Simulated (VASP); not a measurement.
Here is a VASP 6.6.1 calculation.

File INCAR:

```
SYSTEM = NaCl
ALGO = Normal
EDIFF = 1E-6
EDIFFG = -0.01
ENCUT = 600
GGA = PE
IBRION = 2
ISIF = 3
ISMEAR = 0
LASPH = .True.
LCHARG = .False.
LREAL = .False.
LWAVE = .False.
NELM = 100
NSW = 100
PREC = Accurate
SIGMA = 0.02
```

File KPOINTS:

```
k-points
0
Gamma
  6 6 4
  0 0 0
```

POSCAR

```
NaCl
1.0
    3.8357683034      0.0000000000      0.0000000000
    0.0000000000      3.8357683034      0.0000000000
    0.0000000000      0.0000000000      5.8633202992
Na Cl
1 1
Direct
    0.5000000000      0.5000000000      0.5000000000
    0.0000000000      0.0000000000      0.5000000000
```

Potentials or basis: VASP PAW PBE potentials, release 64 (Na_pv, Cl).

The run is started by

```console
$ cat potpaw_PBE.64/Na_pv/POTCAR potpaw_PBE.64/Cl/POTCAR > POTCAR
$ mpirun -np 1 vasp_std > vasp.out
```

(1) Predict the band gap on the k mesh.

(2) Predict the relaxed cell.

(3) Predict the space group after relaxing (to 0.1 Å).

## Answers

(1) 4.52 eV (least direct gap 4.59 eV).

(2) a = 3.850 Å, b = 3.850 Å, c = 5.867 Å, α = 90.00°, β = 90.00°, γ = 90.00°.

(3) P4/mmm (No. 123).
